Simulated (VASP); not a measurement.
# Sc (Fd-3m) in VASP: further runs

Sc is run at these levels: LDA; tasks: relaxation of cell and atoms, single point.

All numbers are computed with VASP 6.6.1; they aren't measurements. Logs are shortened: lines on timing, memory, paths and dates and some standing lists are left out, and cuts for length are marked.

## 1. The cell of the first run

Symmetry: Fd-3m, No. 227, cubic system. The conventional cell has a = 6.463 Å, b = 6.463 Å, c = 6.463 Å, α = 90.00°, β = 90.00°, γ = 90.00°. Within 3.7 Å of Sc (site symmetry -43m) lie 4 Sc at 2.80 Å.

This isn't the form of Sc at room conditions, which is hcp.

## 2. Relaxation of cell and atoms, LDA

File INCAR:

```
SYSTEM = Sc
ALGO = Normal
EDIFF = 1E-6
EDIFFG = -0.01
ENCUT = 600
GGA = CA
IBRION = 2
ISIF = 3
ISMEAR = -1
LASPH = .TRUE.
LCHARG = .FALSE.
LREAL = .FALSE.
LWAVE = .FALSE.
NELM = 100
NSW = 80
PREC = Accurate
SIGMA = 0.1
```

File KPOINTS:

```
k-points
0
G
  9 9 9
  0 0 0
```

File POSCAR:

```
Sc
1.0
    0.0000000000      3.2317434665      3.2317434665
    3.2317434665      0.0000000000      3.2317434665
    3.2317434665      3.2317434665      0.0000000000
Sc
2
Direct
    0.1250000000      0.1250000000      0.1250000000
    0.8750000000      0.8750000000      0.8750000000
```

Potentials or basis: VASP PAW LDA potentials, release 64 (Sc_sv).

Command:

```
cat potpaw_LDA.64/Sc_sv/POTCAR > POTCAR
mpirun -np 1 vasp_std > vasp.out
```

OUTCAR:

```text
SYSTEM = Sc
   EDIFF = 1E-6
   EDIFFG = -0.01
   ENCUT = 600
   GGA = CA
   IBRION = 2
   ISIF = 3
   ISMEAR = -1
   LASPH = .TRUE.
   LREAL = .FALSE.
   NELM = 100
   NSW = 80
   PREC = Accurate

 ion  position               nearest neighbor table
   1  0.125  0.125  0.125-   2 2.80   2 2.80   2 2.80   2 2.80
   2  0.875  0.875  0.875-   1 2.80   1 2.80   1 2.80   1 2.80

  LATTYP: Found a face centered cubic cell.
 ALAT       =     6.4634869330

  Lattice vectors:

 A1 = (   0.0000000000,   3.2317434665,   3.2317434665)
 A2 = (   3.2317434665,   0.0000000000,   3.2317434665)
 A3 = (   3.2317434665,   3.2317434665,   0.0000000000)

Analysis of symmetry for initial positions (statically):
=====================================================================
 Subroutine PRICEL returns:
 Original cell was already a primitive cell.

 Routine SETGRP: Setting up the symmetry group for a
 face centered cubic supercell.

 Subroutine GETGRP returns: Found 48 space group operations
 (whereof 12 operations were pure point group operations)
 out of a pool of 48 trial point group operations.

The static configuration has the point symmetry D_3d.
 The point group associated with its full space group is O_h .

Analysis of symmetry for dynamics (positions and initial velocities):
=====================================================================
 Subroutine PRICEL returns:
 Original cell was already a primitive cell.

 Routine SETGRP: Setting up the symmetry group for a
 face centered cubic supercell.

 Subroutine GETGRP returns: Found 48 space group operations
 (whereof 12 operations were pure point group operations)
 out of a pool of 48 trial point group operations.

The dynamic configuration has the point symmetry D_3d.
 The point group associated with its full space group is O_h .

 Subroutine INISYM returns: Found 48 space group operations
 (whereof 12 operations are pure point group operations),
 and found     1 'primitive' translations

----------------------------------------------------------------------------------------

                                     Primitive cell

  volume of cell :      67.5057

  direct lattice vectors                    reciprocal lattice vectors
     0.000000000  3.231743467  3.231743467    -0.154715251  0.154715251  0.154715251
     3.231743467  0.000000000  3.231743467     0.154715251 -0.154715251  0.154715251
[... 107 lines left out ...]
  Fermi-wavevector in a.u.,A,eV,Ry     =   1.126598  2.128961 17.268818  1.269222
  Thomas-Fermi vector in A             =   2.263280
   LORBIT       =      0    0 simple, 1 ext, 2 COOP (PROOUT), +10 PAW based schemes
   GGA     = CA    functional components
   LHFCALC =     F    Hartree Fock is set to
   AEXX    =    0.0000 exact exchange contribution
   IVDW    =     0    specifies the selected vdW correction
   LEPSILON=     F    determine dielectric tensor
   LRPA    =     F    only Hartree local field effects (RPA)
 conjugate gradient relaxation of ions
 non-spin polarized calculation
  energy-cutoff  :      600.00
  volume of cell :       67.51
 maximum number of plane-waves:      2285
 NGX is ok and might be reduce to    40
   NGX = 19   NGY = 19   NGZ = 19

--------------------------------------- Ionic step        1  -------------------------------------------

 number of electron      22.0000002 magnetization

 Free energy of the ion-electron system (eV)
  ---------------------------------------------------
  ext. energy  EPLUGINS =         0.00000000
  ---------------------------------------------------
  free energy    TOTEN  =        -9.49257367 eV

  energy without entropy =       -9.30751053  energy(sigma->0) =       -9.40004210

------------------------ aborting loop because EDIFF is reached ----------------------------------------

  FORCE on cell =-STRESS in cart. coord.  units (eV):
  Direction    XX          YY          ZZ          XY          YZ          ZX
  --------------------------------------------------------------------------------------
  -------------------------------------------------------------------------------------
  Total       -0.8776120     -0.8776120     -0.8776120      0.0000000      0.0000000      0.0000000
  in kB      -20.8291958    -20.8291958    -20.8291958      0.0000000      0.0000000      0.0000000
  external PRESSURE =     -20.8291958 kB  Pullay stress =       0.0000000 kB
[... 95 lines left out ...]
--------------------------------------- Ionic step        4  -------------------------------------------

 number of electron      21.9999998 magnetization

 Free energy of the ion-electron system (eV)
  ---------------------------------------------------
  ext. energy  EPLUGINS =         0.00000000
  ---------------------------------------------------
  free energy    TOTEN  =        -9.58864244 eV

  energy without entropy =       -9.44477438  energy(sigma->0) =       -9.51670841

 E-fermi :   2.6238     XC(G=0):  -9.4815

 val. band max:        2.6141355314   @ k =   0.2222   0.1111   0.0000
 cond. band min:       2.6267778538   @ k =   0.3333   0.1111   0.0000
 fundamental gap:      0.0126423224
 Fermi energy:         2.6238068131

 k-point     1 :       0.0000    0.0000    0.0000
  band No.  band energies     occupation
      1     -46.4404      2.00000
      2     -45.9458      2.00000
      3     -25.6215      2.00000
      4     -25.6215      2.00000
      5     -25.6215      2.00000
      6     -24.8974      2.00000
      7     -24.8974      2.00000
      8     -24.8974      2.00000
      9      -1.6782      2.00000
     10       2.4770      1.62564
     11       2.4770      1.62563
     12       2.9524      0.07212
     13       2.9524      0.07212
     14       2.9524      0.07212
[... 401 lines left out ...]
      2     -46.1526      2.00000
      3     -25.7995      2.00000
      4     -25.7995      2.00000
      5     -25.3330      2.00000
      6     -25.2094      2.00000
      7     -24.7135      2.00000
      8     -24.7135      2.00000
      9       1.1638      2.00000
     10       1.2849      2.00000
     11       2.5697      1.26403
     12       3.1346      0.01202
     13       3.1346      0.01202
     14       3.3694      0.00116
     15       4.2069      0.00000

 [... further k-points ...]

------------------------ aborting loop because EDIFF is reached ----------------------------------------

  FORCE on cell =-STRESS in cart. coord.  units (eV):
  Direction    XX          YY          ZZ          XY          YZ          ZX
  --------------------------------------------------------------------------------------
  -------------------------------------------------------------------------------------
  Total        0.0078226      0.0078226      0.0078226     -0.0000000     -0.0000000      0.0000000
  in kB        0.2286521      0.2286521      0.2286521     -0.0000000     -0.0000000      0.0000000
  external PRESSURE =       0.2286521 kB  Pullay stress =       0.0000000 kB
[... 17 lines left out ...]
  FREE ENERGIE OF THE ION-ELECTRON SYSTEM (eV)
  ---------------------------------------------------
  free  energy   TOTEN  =        -9.5886424359 eV

  energy  without entropy=       -9.4447743759  energy(sigma->0) =       -9.51670841

 reached required accuracy - stopping structural energy minimisation
```

OSZICAR:

```text
N       E                     dE             d eps       ncg     rms          rms(c)
DAV:   1     0.442590367642E+03    0.44259E+03   -0.11131E+04  1050   0.164E+03
DAV:   2     0.170217993960E+02   -0.42557E+03   -0.41863E+03  1586   0.665E+02
DAV:   3    -0.948440119695E+01   -0.26506E+02   -0.26027E+02  1768   0.214E+02
DAV:   4    -0.105570574402E+02   -0.10727E+01   -0.10546E+01  1728   0.317E+01
[... 35 lines left out ...]
DAV:   3    -0.959054508490E+01    0.12560E-01   -0.65145E-02  1575   0.361E+00    0.589E-01
DAV:   4    -0.958895712687E+01    0.15880E-02   -0.17430E-02  1336   0.985E-01    0.912E-02
DAV:   5    -0.958869576735E+01    0.26136E-03   -0.10768E-03  1618   0.361E-01    0.356E-02
DAV:   6    -0.958864265133E+01    0.53116E-04   -0.46037E-04  1429   0.189E-01    0.123E-02
DAV:   7    -0.958864243589E+01    0.21544E-06   -0.66615E-06  1281   0.377E-02
   4 F= -.95886424E+01 E0= -.95167084E+01  d E =-.960688E-01
```

It took 3.4 min on 1 thread of Intel Xeon 8259CL, shared host; peak memory 0.22 GiB.

What came out:

- Free energy: -9.5886 eV
- Relaxed volume: 27.41 Å³/atom
- Relaxed cell: a = 4.264 Å, b = 4.264 Å, c = 4.264 Å, α = 60.00°, β = 60.00°, γ = 60.00°
- Space group after relaxing (to 0.1 Å): Fd-3m (No. 227)
- Energy gained by relaxing: 48.0 meV/atom
- Ionic steps: 4
- Pressure after relaxing: 0.0 GPa
- Band gap on the k mesh: zero (bands 11 and 12 overlap by 0.65 eV)

Step by step:
```
step  energy change (eV)  largest force (eV/Å)  pressure (GPa)  volume (Å³)
   1              0.0000                0.0000           -2.08        67.51
   2             -0.0493                0.0000           -1.64        63.31
   3             -0.0921                0.0000           -0.52        57.15
   4             -0.0961                0.0000            0.02        54.81
```

Final structure:
```
Sc
1.0
     0.00000    3.01498    3.01498
     3.01498    0.00000    3.01498
     3.01498    3.01498    0.00000
Sc
2
Direct
  0.12500 0.12500 0.12500
  0.87500 0.87500 0.87500
```

Levels at points of the mesh, in eV from the Fermi level:
| k point | band 9 | band 10 | band 11 | band 12 | band 13 | band 14 |
| --- | --- | --- | --- | --- | --- | --- |
| (0.00, 0.00, 0.00) | -4.30 | -0.15 | -0.15 | 0.33 | 0.33 | 0.33 |

Caveat: the volume moved by over 15 % at a fixed basis, so the end points are rough.

## 3. Single point, LDA, non-collinear spin, zero start, spin-orbit coupling

This run uses another cell than the first one, of 26.98 Å³/atom.

File INCAR:

```
PREC = Accurate
ENCUT = 520
EDIFF = 1E-7
ISMEAR = -1
SIGMA = 0.1
LREAL = F
LASPH = T
NELM = 150
ALGO = Normal
ISIF = 2
LWAVE = F
LCHARG = F
MAGMOM = 0 0 0 0 0 0
LORBIT = 11
LSORBIT = T
GGA_COMPAT = F
LORBMOM = T
LMAXMIX = 4
GGA = CA
NBANDS = 34
```

File KPOINTS:

```
Automatic mesh
0
Gamma
  9 9 9
```

File POSCAR:

```
Sc
1.0
    0.0000000000      2.9991610739      2.9991610739
    2.9991610739      0.0000000000      2.9991610739
    2.9991610739      2.9991610739      0.0000000000
Sc
2
Direct
    0.1250000000      0.1250000000      0.1250000000
    0.8750000000      0.8750000000      0.8750000000
```

Potentials or basis: VASP PAW LDA potentials, release 64 (Sc_sv).

Command:

```
cat potpaw_LDA.64/Sc_sv/POTCAR > POTCAR
mpirun -np 1 vasp_ncl > vasp.out
```

Run time: 2.2 min. Hardware: 1 thread of Intel Xeon 8259CL, shared host; peak memory 0.29 GiB.

Results (log left out):

```yaml
Free_energy: -9.5955 eV
Pressure: 0.1 GPa
Net_moment: 0.00 μB per cell
Valence_electrons_inside_the_program's_atomic_spheres: Sc 9.70
```

Moments on the atoms (μB; x, y, z):
```
Sc  0.00 0.00 0.00
Sc  0.00 0.00 0.00
```
